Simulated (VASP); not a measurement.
A run of VASP 6.6.1:

INCAR

```
ALGO = Normal ; EDIFF = 1E-6
ENCUT = 520 ; GGA = PE
ISIF = 2 ; ISMEAR = 0
LASPH = T ; LCHARG = F
LREAL = F ; LWAVE = F
NBANDS = 18 ; NELM = 100
PREC = Accurate ; SIGMA = 0.1
```

KPOINTS

```
k-points
0
Gamma
  4 4 4
```

POSCAR

```
Al3P2
1.0
    3.9901606400      0.0000000000      0.0000000000
    0.0000000000      4.9086502600      0.0000000000
    0.0000000000      0.0000000000      5.9174834000
Al P
3 2
Direct
    0.0000000000      0.0000000000      0.5000000000
    0.5000000000      0.0000000000      0.0000000000
    0.0000000000      0.0000000000      0.0000000000
    0.5000000000      0.5000000000      0.5000000000
    0.5000000000      0.0000000000      0.5000000000
```

Potentials or basis: VASP PAW PBE potentials, release 64 (Al, P).

Command:

```bash
$ cat potpaw_PBE.64/Al/POTCAR potpaw_PBE.64/P/POTCAR > POTCAR
$ mpirun -np 1 vasp_std > vasp.out
```

Hardware: 1 thread of Intel(R) Xeon(R) Platinum 8488C (Sapphire Rapids), on a shared host.

Q: How long does it take, and how much memory?

A: Run time: 40 s on 1 thread of Intel(R) Xeon(R) Platinum 8488C (Sapphire Rapids), with other jobs on the host, peak memory 0.23 GiB. Counts: scf iterations 15, k points 27.
